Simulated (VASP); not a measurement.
# Hf (P6_3/mmc) in VASP: a series of runs

Hf is run at these levels: PBE; tasks: single point, relaxation of cell and atoms.

Everything below comes from runs of VASP 6.6.1. Logs are shortened: lines on timing, memory, paths and dates and some standing lists are left out, and cuts for length are marked.

**1. The cell of the first run**

The structure is hexagonal, space group P6_3/mmc (No. 194). Conventional cell: a = 3.188 Å, b = 3.188 Å, c = 10.268 Å, α = 90.00°, β = 90.00°, γ = 120.00°. Within 4.2 Å of Hf (site symmetry -3m) lie 12 Hf at 3.16 to 3.19 Å. Hf (site symmetry -6m2) has 12 Hf at 3.16 to 3.19 Å within 4.2 Å.

**2. Single point, PBE**

File INCAR:

```
SYSTEM = Hf
PREC     = Accurate       ! precision mode
ENCUT    = 520            ! plane-wave cutoff, eV
EDIFF    = 1E-6           ! SCF threshold, eV
ISMEAR   = 0              ! smearing method
SIGMA    = 0.1            ! smearing width, eV
LREAL    = .FALSE.        ! projectors in reciprocal space
LASPH    = .TRUE.         ! aspherical terms in the spheres
NELM     = 80             ! most SCF steps
ALGO     = Normal         ! electronic algorithm
ISIF     = 2              ! what is computed and relaxed
LWAVE    = .FALSE.        ! write WAVECAR
LCHARG   = .TRUE.         ! write CHGCAR
GGA      = PE             ! functional
LELF     = .TRUE.         ! ELF
LVHAR    = .TRUE.       
NBANDS   = 28             ! bands
```

File KPOINTS:

```
Automatic mesh
0
G
  6 6 2
  0 0 0
```

File POSCAR:

```
Hf
1.0
    3.1879158638      0.0000000000      0.0000000000
   -1.5939579319      2.7608161232      0.0000000000
    0.0000000000      0.0000000000     10.2677315375
Hf
4
Direct
    0.0000000000      0.0000000000      0.0000000000
    0.0000000000      0.0000000000      0.5000000000
    0.3333333333      0.6666666667      0.7500000000
    0.6666666667      0.3333333333      0.2500000000
```

Potentials or basis: VASP PAW PBE potentials, release 64 (Hf_pv).

Run with:

```bash
cat potpaw_PBE.64/Hf_pv/POTCAR > POTCAR
mpirun -np 1 vasp_std > vasp.out
```

OUTCAR:

```text
SYSTEM = Hf
   PREC = Accurate
   ENCUT = 520
   EDIFF = 1E-6
   ISMEAR = 0
   LREAL = .FALSE.
   LASPH = .TRUE.
   NELM = 80
   ISIF = 2
   GGA = PE

 ion  position               nearest neighbor table
   1  0.000  0.000  0.000-   3 3.16   4 3.16   4 3.16   3 3.16   4 3.16   3 3.16
   2  0.000  0.000  0.500-   3 3.16   4 3.16   4 3.16   3 3.16   4 3.16   3 3.16
   3  0.333  0.667  0.750-   1 3.16   2 3.16   1 3.16   2 3.16   1 3.16   2 3.16
   4  0.667  0.333  0.250-   1 3.16   2 3.16   1 3.16   2 3.16   1 3.16   2 3.16

  LATTYP: Found a hexagonal cell.
 ALAT       =     3.1879158638
 C/A-ratio  =     3.2208288977

  Lattice vectors:

 A1 = (   3.1879158638,   0.0000000000,   0.0000000000)
 A2 = (  -1.5939579319,   2.7608161232,   0.0000000000)
 A3 = (   0.0000000000,   0.0000000000,  10.2677315375)

Analysis of symmetry for initial positions (statically):
=====================================================================
 Subroutine PRICEL returns:
 Original cell was already a primitive cell.

 Routine SETGRP: Setting up the symmetry group for a
 hexagonal supercell.

 Subroutine GETGRP returns: Found 24 space group operations
 (whereof 12 operations were pure point group operations)
 out of a pool of 24 trial point group operations.

The static configuration has the point symmetry D_3d.
 The point group associated with its full space group is D_6h.

Analysis of symmetry for dynamics (positions and initial velocities):
=====================================================================
 Subroutine PRICEL returns:
 Original cell was already a primitive cell.

 Routine SETGRP: Setting up the symmetry group for a
 hexagonal supercell.

 Subroutine GETGRP returns: Found 24 space group operations
 (whereof 12 operations were pure point group operations)
 out of a pool of 24 trial point group operations.

The dynamic configuration has the point symmetry D_3d.
 The point group associated with its full space group is D_6h.

 Subroutine INISYM returns: Found 24 space group operations
 (whereof 12 operations are pure point group operations),
 and found     1 'primitive' translations

----------------------------------------------------------------------------------------

                                     Primitive cell

  volume of cell :      90.3689

  direct lattice vectors                    reciprocal lattice vectors
     3.187915864  0.000000000  0.000000000     0.313684565  0.181105868  0.000000000
    -1.593957932  2.760816123  0.000000000     0.000000000  0.362211736  0.000000000
     0.000000000  0.000000000 10.267731537     0.000000000  0.000000000  0.097392496

  length of vectors
     3.187915864  3.187915864 10.267731537     0.362211736  0.362211736  0.097392496

  position of ions in fractional coordinates (direct lattice)
     0.000000000  0.000000000  0.000000000
     0.000000000  0.000000000  0.500000000
     0.333333333  0.666666667  0.750000000
     0.666666667  0.333333333  0.250000000

  ion indices of the primitive-cell ions
   primitive index   ion index
                 1           1
                 2           2
                 3           3
                 4           4

----------------------------------------------------------------------------------------

 KPOINTS: Automatic mesh

Automatic generation of k-mesh.
 Grid dimensions read from file:
 generate k-points for:    6    6    2

 Generating k-lattice:

  Cartesian coordinates                     Fractional coordinates (reciprocal lattice)
     0.052280761  0.030184311  0.000000000     0.166666667  0.000000000  0.000000000
     0.000000000  0.060368623  0.000000000     0.000000000  0.166666667  0.000000000
     0.000000000  0.000000000  0.048696248     0.000000000  0.000000000  0.500000000

  Length of vectors
     0.060368623  0.060368623  0.048696248

  Shift w.r.t. Gamma in fractional coordinates (k-lattice)
     0.000000000  0.000000000  0.000000000

 Subroutine IBZKPT returns following result:
 ===========================================

 Found     14 irreducible k-points:

 Following reciprocal coordinates:
            Coordinates               Weight
  0.000000  0.000000  0.000000      1.000000
  0.166667 -0.000000  0.000000      6.000000
  0.333333 -0.000000  0.000000      6.000000
  0.500000  0.000000  0.000000      3.000000
  0.166667  0.166667  0.000000      6.000000
  0.333333  0.166667  0.000000     12.000000
  0.333333  0.333333  0.000000      2.000000
  0.000000  0.000000  0.500000      1.000000
  0.166667 -0.000000  0.500000      6.000000
  0.333333 -0.000000  0.500000      6.000000
  0.500000  0.000000  0.500000      3.000000
  0.166667  0.166667  0.500000      6.000000
  0.333333  0.166667  0.500000     12.000000
  0.333333  0.333333  0.500000      2.000000
   k-points           NKPTS =     14   k-points in BZ     NKDIM =     14   number of bands    NBANDS=     28
   number of dos      NEDOS =    301   number of ions     NIONS =      4
   total plane-waves  NPLWV =  46080
   dimension x,y,z NGX =    24 NGY =   24 NGZ =   80
   dimension x,y,z NGXF=    48 NGYF=   48 NGZF=  160
   ions per type =               4
   NGX,Y,Z   is equivalent  to a cutoff of  12.52, 12.52, 12.95 a.u.
   NGXF,Y,Z  is equivalent  to a cutoff of  25.03, 25.03, 25.91 a.u.
 SYSTEM =  Hf
   PREC   = accura    normal or accurate (medium, high low for compatibility)
   ISTART =      0    job   : 0-new  1-cont  2-samecut
   ICHARG =      2    charge: 1-file 2-atom 10-const
   ISPIN  =      1    spin polarized calculation?
   LNONCOLLINEAR =      F non collinear calculations
   LSORBIT =      F    spin-orbit coupling
   LASPH  =      T    aspherical Exc in radial PAW
   ENCUT  =  520.0 eV  38.22 Ry    6.18 a.u.   5.93  5.93 19.09*2*pi/ulx,y,z
   NELM   =     80;   NELMIN=  2; NELMDL= -5     # of ELM steps
   EDIFF  = 0.1E-05   stopping-criterion for ELM
   LREAL  =      F    real-space projection
   EDIFFG = 0.1E-04   stopping-criterion for IOM
   NSW    =      0    number of steps for IOM
   IBRION =     -1    ionic relax: 0-MD 1-quasi-New 2-CG
   NFREE  =      0    steps in history (QN), initial steepest desc. (CG)
   ISIF   =      2    stress and relaxation
   ISYM   =      2    0-nonsym 1-usesym 2-fastsym
   POTIM  = 0.5000    time-step for ionic-motion
   TEBEG  =    0.0;   TEEND  =   0.0 temperature during run
   PSTRESS=    0.0 pullay stress
   NELECT =      40.0000    total number of electrons
   NUPDOWN=      -1.0000    fix difference up-down
   EMIN   =  10.00;   EMAX   =-10.00  energy-range for DOS
   EFERMI =   0.00;   METHOD = LEGACY
   ISMEAR =     0;   SIGMA  =   0.10  broadening in eV -4-tet -1-fermi 0-gaus
   EFERMI_NEDOS =   21; number of points for ismear=-14 and -15
   IALGO  =     38    algorithm
   IMIX   =      4    mixing-type and parameters
     AMIX     =   0.40;   BMIX     =  1.00
     AMIX_MAG =   1.60;   BMIX_MAG =  1.00
  volume/ion in A,a.u.               =      22.59       152.46
  Fermi-wavevector in a.u.,A,eV,Ry     =   1.247638  2.357694 21.178832  1.556600
  Thomas-Fermi vector in A             =   2.381761
   LORBIT       =      0    0 simple, 1 ext, 2 COOP (PROOUT), +10 PAW based schemes
   GGA     = PE    functional components
   LHFCALC =     F    Hartree Fock is set to
   AEXX    =    0.0000 exact exchange contribution
   IVDW    =     0    specifies the selected vdW correction
   LEPSILON=     F    determine dielectric tensor
   LRPA    =     F    only Hartree local field effects (RPA)
 non-spin polarized calculation
 Gauss-broadening in eV      SIGMA  =   0.10
  energy-cutoff  :      520.00
  volume of cell :       90.37
 maximum number of plane-waves:      2452
 NGX is ok and might be reduce to    24
   NGX = 11   NGY = 11   NGZ = 39

 number of electron      40.0000013 magnetization

 Free energy of the ion-electron system (eV)
  ---------------------------------------------------
  ext. energy  EPLUGINS =         0.00000000
  ---------------------------------------------------
  free energy    TOTEN  =       -39.53570962 eV

  energy without entropy =      -39.51997775  energy(sigma->0) =      -39.52784368

 E-fermi :   4.7330     XC(G=0): -11.2410

 val. band max:        4.6800895135   @ k =   0.1667  -0.0000   0.0000
 cond. band min:       4.7882526988   @ k =   0.3333   0.3333   0.0000
 fundamental gap:      0.1081631853
 Fermi energy:         4.7330352056

 k-point     1 :       0.0000    0.0000    0.0000
  band No.  band energies     occupation
      1     -26.1877      2.00000
      2     -25.8005      2.00000
      3     -25.7936      2.00000
      4     -25.5052      2.00000
      5     -25.5052      2.00000
      6     -25.4647      2.00000
[... 20 lines left out ...]
     27       6.5852      0.00000
     28       6.5852      0.00000

 k-point     2 :       0.1667   -0.0000    0.0000
  band No.  band energies     occupation
      1     -26.1213      2.00000
      2     -25.8399      2.00000
      3     -25.8250      2.00000
      4     -25.6447      2.00000
      5     -25.5695      2.00000
      6     -25.5509      2.00000
[... 20 lines left out ...]
     27       7.0741      0.00000
     28       7.1334      0.00000

 k-point     3 :       0.3333   -0.0000    0.0000
  band No.  band energies     occupation
      1     -26.0392      2.00000
      2     -26.0272      2.00000
      3     -25.9190      2.00000
      4     -25.9064      2.00000
      5     -25.8458      2.00000
      6     -25.6368      2.00000
[... 20 lines left out ...]
     27       7.5124      0.00000
     28       8.6669      0.00000

 k-point     4 :       0.5000    0.0000    0.0000
  band No.  band energies     occupation
      1     -26.1666      2.00000
      2     -26.1252      2.00000
      3     -26.0370      2.00000
      4     -25.9814      2.00000
      5     -25.7700      2.00000
      6     -25.7055      2.00000
[... 20 lines left out ...]
     27       7.5733      0.00000
     28      10.8149      0.00000

 k-point     5 :       0.1667    0.1667    0.0000
  band No.  band energies     occupation
      1     -26.0079      2.00000
      2     -25.9538      2.00000
      3     -25.9233      2.00000
      4     -25.8056      2.00000
      5     -25.7767      2.00000
      6     -25.6649      2.00000
[... 20 lines left out ...]
     27       7.5419      0.00000
     28       8.0117      0.00000

 k-point     6 :       0.3333    0.1667    0.0000
  band No.  band energies     occupation
      1     -26.0940      2.00000
      2     -26.0520      2.00000
      3     -25.9694      2.00000
      4     -25.9289      2.00000
      5     -25.8379      2.00000
      6     -25.7510      2.00000
[... 153 lines left out ...]
      5     -25.7041      2.00000
      6     -25.7041      2.00000
[... 20 lines left out ...]
     27       9.5664      0.00000
     28       9.5664      0.00000

 k-point    12 :       0.1667    0.1667    0.5000
  band No.  band energies     occupation
      1     -26.0018      2.00000
      2     -26.0018      2.00000
      3     -25.8386      2.00000
      4     -25.8386      2.00000
      5     -25.7234      2.00000
      6     -25.7234      2.00000
[... 20 lines left out ...]
     27       7.5945      0.00000
     28       7.5945      0.00000

 k-point    13 :       0.3333    0.1667    0.5000
  band No.  band energies     occupation
      1     -26.0492      2.00000
      2     -26.0492      2.00000
      3     -26.0007      2.00000
      4     -26.0007      2.00000
      5     -25.7548      2.00000
      6     -25.7548      2.00000
[... 20 lines left out ...]
     27       8.4908      0.00000
     28       8.4908      0.00000

 k-point    14 :       0.3333    0.3333    0.5000
  band No.  band energies     occupation
      1     -25.9842      2.00000
      2     -25.9842      2.00000
      3     -25.9688      2.00000
      4     -25.9688      2.00000
      5     -25.8290      2.00000
      6     -25.8290      2.00000
[... 20 lines left out ...]
     27       8.2046      0.00000
     28       8.2046      0.00000

------------------------ aborting loop because EDIFF is reached ----------------------------------------

  FORCE on cell =-STRESS in cart. coord.  units (eV):
  Direction    XX          YY          ZZ          XY          YZ          ZX
  --------------------------------------------------------------------------------------
  -------------------------------------------------------------------------------------
  Total       -0.2311179     -0.2311179     -0.3211349     -0.0000000      0.0000000      0.0000000
  in kB       -4.0975594     -4.0975594     -5.6934986     -0.0000000      0.0000000      0.0000000
  external PRESSURE =      -4.6295391 kB  Pullay stress =       0.0000000 kB

 VOLUME and BASIS-vectors are now :
 -----------------------------------------------------------------------------
  energy-cutoff  :      520.00
  volume of cell :       90.37
      direct lattice vectors                 reciprocal lattice vectors
     3.187915864  0.000000000  0.000000000     0.313684565  0.181105868  0.000000000
    -1.593957932  2.760816123  0.000000000     0.000000000  0.362211736  0.000000000
     0.000000000  0.000000000 10.267731537     0.000000000  0.000000000  0.097392496

 POSITION                                       TOTAL-FORCE (eV/Angst)
 -----------------------------------------------------------------------------------
      0.00000      0.00000      0.00000        -0.000000     -0.000000      0.000000
      0.00000      0.00000      5.13387        -0.000000     -0.000000      0.000000
     -0.00000      1.84054      7.70080         0.000000     -0.000000     -0.000000
      1.59396      0.92027      2.56693         0.000000      0.000000     -0.000000
 -----------------------------------------------------------------------------------
    total drift:                                0.000000     -0.000000     -0.000000

  FREE ENERGIE OF THE ION-ELECTRON SYSTEM (eV)
  ---------------------------------------------------
  free  energy   TOTEN  =       -39.5357096199 eV

  energy  without entropy=      -39.5199777462  energy(sigma->0) =      -39.52784368
```

Wall time 54 s (1 thread of AMD EPYC 7R43 (Zen 3), shared host); peak memory 0.17 GiB.

What came out:

```yaml
Free_energy: -39.5357 eV
Pressure: -0.5 GPa
Band_gap_on_the_k_mesh: zero (band 20 reaches 5.82 eV, above the bottom of band 21 at 4.53 eV)
```

Caveat: the k points lie up to 0.38 Å⁻¹ apart; spin-orbit coupling is left out, which moves the levels of the heavy elements.

**3. Single point, PBE**

This run uses another cell than the first one, of 23.82 Å³/atom, 1.054 times its volume.

File INCAR:

```
PREC     = Accurate       # precision mode
ENCUT    = 520            # plane-wave cutoff, eV
EDIFF    = 1E-6           # SCF threshold, eV
ISMEAR   = 0              # smearing method
SIGMA    = 0.1            # smearing width, eV
LREAL    = False          # projectors in reciprocal space
LASPH    = True           # aspherical terms in the spheres
NELM     = 100            # most SCF steps
ALGO     = Normal         # electronic algorithm
ISIF     = 2              # what is computed and relaxed
LWAVE    = False          # write WAVECAR
LCHARG   = False          # write CHGCAR
GGA      = PE             # functional
NBANDS   = 28             # bands
```

File KPOINTS:

```
Automatic mesh
0
Gamma
  6 6 2
```

File POSCAR:

```
Hf
1.0
    3.2432256534      0.0000000000      0.0000000000
   -1.6216128267      2.8087158061      0.0000000000
    0.0000000000      0.0000000000     10.4600428570
Hf
4
Direct
    0.0000000000      0.0000000000      0.0000000000
    0.0000000000      0.0000000000      0.5000000000
    0.3333333333      0.6666666667      0.7500000000
    0.6666666667      0.3333333333      0.2500000000
```

Potentials or basis: VASP PAW PBE potentials, release 64 (Hf_pv).

Run with:

```bash
cat potpaw_PBE.64/Hf_pv/POTCAR > POTCAR
mpirun -np 1 vasp_std > vasp.out
```

Wall time 47 s (1 thread of AMD EPYC 7R43 (Zen 3), shared host); peak memory 0.17 GiB.

Results (log left out):

```yaml
Free_energy: -39.4409 eV
Pressure: -5.5 GPa
Band_gap_on_the_k_mesh: zero (band 20 reaches 5.46 eV, above the bottom of band 21 at 4.21 eV)
```

Stress tensor (GPa, compression positive):
```
-5.43  0.00  0.00
 0.00 -5.43  0.00
 0.00  0.00 -5.75
```

Levels at points of the mesh, in eV from the Fermi level:
```tsv
k point	band 16	band 17	band 18	band 19	band 20	band 21	band 22	band 23	band 24	band 25
(0.00, 0.00, 0.00)	-3.48	0.14	0.19	0.42	1.08	1.08	1.19	1.19	1.39	1.61
(0.50, 0.00, 0.00)	-2.46	-1.50	-1.42	-1.13	-0.17	0.09	1.03	1.10	1.44	1.78
(0.00, 0.00, 0.50)	-3.91	0.02	0.02	0.94	0.94	1.25	1.25	1.25	1.25	1.51
(0.50, 0.00, 0.50)	-2.76	-1.67	-1.67	-0.31	-0.31	0.78	0.78	1.35	1.35	1.46
```

Caveat: the k points lie up to 0.37 Å⁻¹ apart; spin-orbit coupling is left out, which moves the levels of the heavy elements.

(Continued in part 2 of 2.)
